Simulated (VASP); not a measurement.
Input of a VASP 6.6.1 run:

Contents of INCAR:

```
SYSTEM = H3C2N
PREC = Accurate ; ENCUT = 910
EDIFF = 1E-6 ; ISMEAR = -1
SIGMA = 0.05 ; LREAL = Auto
LASPH = .TRUE. ; NELM = 120
ALGO = Normal ; ISIF = 2
LWAVE = .FALSE. ; LCHARG = .FALSE.
GGA = PE ; NBANDS = 72
GGA_COMPAT = .FALSE.
```

Contents of KPOINTS:

```
Automatic mesh
0
G
  1 1 1
  0 0 0
```

File POSCAR:

```
H3C2N
1.0
    8.0517480000      0.0000000000      0.0000000000
    0.0000000000      8.0517480000      0.0000000000
    0.0000000000      0.0000000000      8.0517480000
C N H
12 6 18
Direct
    0.6761637349      0.2362344177      0.9081630473
    0.8037385174      0.2966188212      0.8031175342
    0.5227063738      0.3758562737      0.3745522090
    0.5140250291      0.2095197217      0.4452697725
    0.1483528794      0.8657995754      0.4486975996
    0.0377930357      0.9021767696      0.5835999835
    0.0917688929      0.6275407526      0.9797375675
    0.2626262024      0.5881083213      0.9578789599
    0.2873910112      0.0485857232     -0.0874716894
    0.1963921375      0.1198249126      0.0404384241
    0.6784241136      0.6914895995      0.6075575142
    0.7461112792      0.6945324171      0.4367126244
    0.9043998893      0.3469681366      0.7093242362
    0.5108580149      0.0876579843      0.5189432158
   -0.0442140017      0.9336730360      0.6976124936
    0.3980377925      0.5322943540      0.9417458172
    0.1179619630      0.1730555899      0.1478312535
    0.8073153805      0.6732451140      0.3058217917
    0.5743473343      0.3229485076      0.9069955990
    0.6287702993      0.1075542851      0.8797592771
    0.7473408259      0.2178533158      1.0274539144
    0.6239266306      0.4377434565      0.4342535310
    0.5336977759      0.3739933242      0.2383705998
    0.4014407803      0.4459031753      0.3913435940
    0.1001397461      0.9097403446      0.3320645405
    0.2695563746      0.9285064560      0.4515044435
    0.1604744709      0.7271464532      0.4256839633
    0.0110535004      0.5600647213      0.8915206984
    0.0631664081      0.5898470742      1.0982211564
    0.0540131162      0.7651133642      0.9655667316
    0.3034620557      0.1289161062     -0.1945788666
    0.4132394605      0.0353836210     -0.0431459107
    0.2546279392     -0.0798460160     -0.1162356298
    0.7797809867      0.6555967723      0.6867577078
    0.6591487960      0.8196977849      0.6326328146
    0.5880959017      0.5952993064      0.6485175641
```

Potentials or basis: VASP PAW PBE potentials, release 64 (C_h, N_h, H_h).

Launch:

```sh
$ cat potpaw_PBE.64/C_h/POTCAR potpaw_PBE.64/N_h/POTCAR potpaw_PBE.64/H_h/POTCAR > POTCAR
$ mpirun -np 1 vasp_gam > vasp.out
```

**Question.** What does it give for the largest force?

**Answer.** 3.230 eV/Å.

**Question.** Predict the pressure.

**Answer.** 0.9 GPa.

Forces on the atoms (eV/Å):
```
C    0.791 -1.808  1.229
C    1.577  0.454 -2.651
C   -1.834 -0.392 -0.615
C   -0.189  1.992 -0.747
C    0.456 -1.315 -0.910
C    0.540  0.138 -0.077
C   -0.746  2.243 -2.201
C    2.701 -1.352 -0.821
C    1.688 -0.813 -0.972
C   -0.984  0.262  0.536
C    0.907 -0.538 -0.732
C    0.043 -1.527 -0.403
N   -1.083 -0.375  1.284
N   -0.067 -1.699  0.771
N   -0.233  0.033  0.304
N   -2.126  1.215  0.250
N   -0.573  0.554  0.870
N   -0.584  0.621  1.104
H   -0.478  0.475  0.597
H    0.612  0.873 -0.396
H   -1.027  0.413 -0.065
H    0.569  0.436 -0.018
H    0.454 -0.092  0.127
H    0.882 -0.605  0.317
H   -0.764  0.409 -0.540
H    0.067 -0.197  0.702
H    0.070  0.988  0.570
H    0.369 -0.100  0.045
H   -1.028 -0.707  2.601
H    0.704 -1.388  0.168
H   -0.490 -0.003 -0.507
H    0.748 -0.096  0.391
H   -0.497  0.175 -0.334
H    0.952 -0.004  0.321
H   -1.039  0.913  0.737
H   -0.386  0.815 -0.933
```

Caveat: the k points lie up to 0.78 Å⁻¹ apart; the cutoff is under 1.25 times the usual one of these potentials, so pressure, stress and relaxed cells hold a basis-set (Pulay) error.
